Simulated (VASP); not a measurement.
Input of a VASP 6.6.1 run:

Contents of POSCAR:

```
Sc2Al
1.0
   -1.5685631804      1.5685631804      6.4746144538
    1.5685631804     -1.5685631804      6.4746144538
    1.5685631804      1.5685631804     -6.4746144538
Sc Al
2 1
Direct
    0.6534938216      0.6534938216      0.0000000000
    0.3465061784      0.3465061784      0.0000000000
    0.0000000000      0.0000000000      0.0000000000
```

The input INCAR.step1:

```
SYSTEM = Sc2Al
PREC     = Accurate       ! precision mode
ENCUT    = 520            ! plane-wave cutoff, eV
ISMEAR   = 0              ! smearing method
SIGMA    = 0.1            ! smearing width, eV
LREAL    = .FALSE.        ! projectors in reciprocal space
LASPH    = .TRUE.         ! aspherical terms in the spheres
NELM     = 80             ! most SCF steps
NBANDS   = 20             ! bands
GGA      = PE             ! functional
ALGO     = Normal         ! electronic algorithm
EDIFF    = 1E-4           ! SCF threshold, eV
LWAVE    = .TRUE.         ! write WAVECAR
LCHARG   = .FALSE.        ! write CHGCAR
```

File INCAR.step2:

```
SYSTEM = Sc2Al
PREC     = Accurate       ! precision mode
ENCUT    = 520            ! plane-wave cutoff, eV
EDIFF    = 1E-6           ! SCF threshold, eV
ISMEAR   = 0              ! smearing method
SIGMA    = 0.1            ! smearing width, eV
LREAL    = .FALSE.        ! projectors in reciprocal space
LASPH    = .TRUE.         ! aspherical terms in the spheres
NELM     = 80             ! most SCF steps
ALGO     = Normal         ! electronic algorithm
ISIF     = 2              ! what is computed and relaxed
LWAVE    = .FALSE.        ! write WAVECAR
LCHARG   = .FALSE.        ! write CHGCAR
METAGGA  = R2SCAN         ! meta-GGA
LMIXTAU  = .TRUE.       
NBANDS   = 20             ! bands
ISTART   = 1
```

Contents of KPOINTS:

```
Automatic mesh
0
G
  6 6 6
  0 0 0
```

Potentials or basis: VASP PAW PBE potentials, release 64 (Sc_sv, Al).

Command:

```console
$ cat potpaw_PBE.64/Sc_sv/POTCAR potpaw_PBE.64/Al/POTCAR > POTCAR
$ cp INCAR.step1 INCAR
$ mpirun -np 1 vasp_std > vasp.out
$ cp INCAR.step2 INCAR
$ mpirun -np 1 vasp_std > vasp.out
```

(1) Predict the pressure.

Answers

(1) 0.2 GPa.

Caveat: the k points lie up to 0.47 Å⁻¹ apart; the PAW data sets were made with another functional, which shifts forces and pressure a little.
